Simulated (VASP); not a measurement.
# AlIr: single point with LDA

AlIr:

```
CELL_PARAMETERS angstrom
2.95142 0.00000 0.00000
0.00000 2.95142 0.00000
0.00000 0.00000 2.95142
ATOMIC_POSITIONS crystal
Al 0.00000 0.00000 0.00000
Ir 0.50000 0.50000 0.50000
```

```json
{
  "Program": "VASP 6.6.1",
  "Task": "single point",
  "Functional": "LDA",
  "Potentials or basis": "VASP PAW LDA potentials, release 64 (Al, Ir_sv_GW)",
  "Cutoff": "560 eV",
  "k mesh": "14 × 14 × 14",
  "Occupations": "fermi-dirac, width 0.1 eV",
  "Spin": "no spin polarisation"
}
```

```
Pressure               : 4.9 GPa
Band gap on the k mesh : zero (bands 10 and 11 overlap by 1.54 eV)
```

Levels at points of the mesh, in eV from the Fermi level:
```tsv
k point	band 6	band 7	band 8	band 9	band 10	band 11	band 12	band 13	band 14	band 15
(0.00, 0.00, 0.00)	-6.23	-6.23	-1.89	-1.89	-1.89	4.29	4.29	4.29	10.09	10.09
(0.50, 0.00, 0.00)	-7.47	-5.40	-3.94	-3.94	-1.58	0.29	5.76	9.18	9.18	11.60
(0.50, 0.50, 0.00)	-6.06	-3.48	-3.48	-3.36	-3.36	-0.26	2.40	5.48	9.07	12.70
(0.50, 0.50, 0.50)	-7.13	-7.13	-0.15	-0.15	1.06	2.03	2.03	2.03	6.96	8.00
```

It took 51 s on 1 thread of AMD EPYC 7R43 64-Core Processor (Zen 3) (shared host), peak memory 0.14 GiB.

Caveat: the cell stands under pressure; spin-orbit coupling is left out, which moves the levels of the heavy elements.
